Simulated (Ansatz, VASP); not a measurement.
Given: the input of a run of Ansatz 0.2.0 on H.

input.yaml

```yaml
crystal:
  lattice:
    - [2.5699259162, -2.5145043009, 0.0]
    - [2.5699259162, 2.5145043009, 0.0]
    - [0.0, 0.0, 4.0572673776]
  atoms:
    - { symbol: H, position: [0.04670437, 0.95329563, 0.93149111] }
    - { symbol: H, position: [0.54670437, 0.45329563, 0.56850889] }
    - { symbol: H, position: [0.45329563, 0.54670437, 0.43149111] }
    - { symbol: H, position: [0.95329563, 0.04670437, 0.06850889] }
hamiltonian:
  xc: pbe
  pseudopotentials: { kind: paw }
kpoints:
  mp_grid: { grid: [7, 7, 7] }
scf:
  occupations: { method: fermi_dirac, width: 0.05 }
output:
  forces: true
  stress: true
  eigenvalues: true
```

Potentials or basis: Ansatz PAW.

Launch:

```bash
$ ansatz run input.yaml --threads 2 --pin off --max-ram 5120MiB --backend cpu --events-out ev --progress --plain --runs-dir out
```

Translate it to VASP 6.6.1. Potentials there: VASP PAW PBE potentials, release 64 (H).

As run (the cutoff follows the program's own potentials):

INCAR

```
ALGO = Normal
EDIFF = 1E-7
ENCUT = 520
GGA = PE
ISIF = 2
ISMEAR = -1
LASPH = True
LCHARG = False
LREAL = False
LWAVE = False
NBANDS = 10
NELM = 100
PREC = Accurate
SIGMA = 0.05
```

KPOINTS

```
k-points
0
Gamma
  7 7 7
```

The input POSCAR:

```
H
1.0
    2.5699259162     -2.5145043009      0.0000000000
    2.5699259162      2.5145043009      0.0000000000
    0.0000000000      0.0000000000      4.0572673776
H
4
Direct
    0.0467043700      0.9532956300      0.9314911100
    0.5467043700      0.4532956300      0.5685088900
    0.4532956300      0.5467043700      0.4314911100
    0.9532956300      0.0467043700      0.0685088900
```

Potentials or basis: VASP PAW PBE potentials, release 64 (H).

Command:

```sh
$ cat potpaw_PBE.64/H/POTCAR > POTCAR
$ mpirun -np 1 vasp_std > vasp.out
```

Both were run:

|  | VASP | Ansatz | Ansatz less VASP |
| --- | --- | --- | --- |
| gap on the k mesh at the Fermi level (eV) | 9.43 | 9.43 | +0.002 |
| least direct gap on the mesh (eV) | 10.07 | 10.07 | +0.002 |
| pressure (GPa) | 1.2 | 1.4 | +0.21 |
| traceless stress, the component that is largest in VASP (GPa) | -1.20 | -1.24 | -0.039 |
| rms of the force components (eV/Å) | 0.478 | 0.486 | +0.0080 |

Atom by atom the forces differ by 0.008 eV/Å (rms over components).

Noted on Ansatz's run: odd divisions of the mesh miss points on the zone boundary, where band edges often lie, so the gap on the mesh can be too wide.
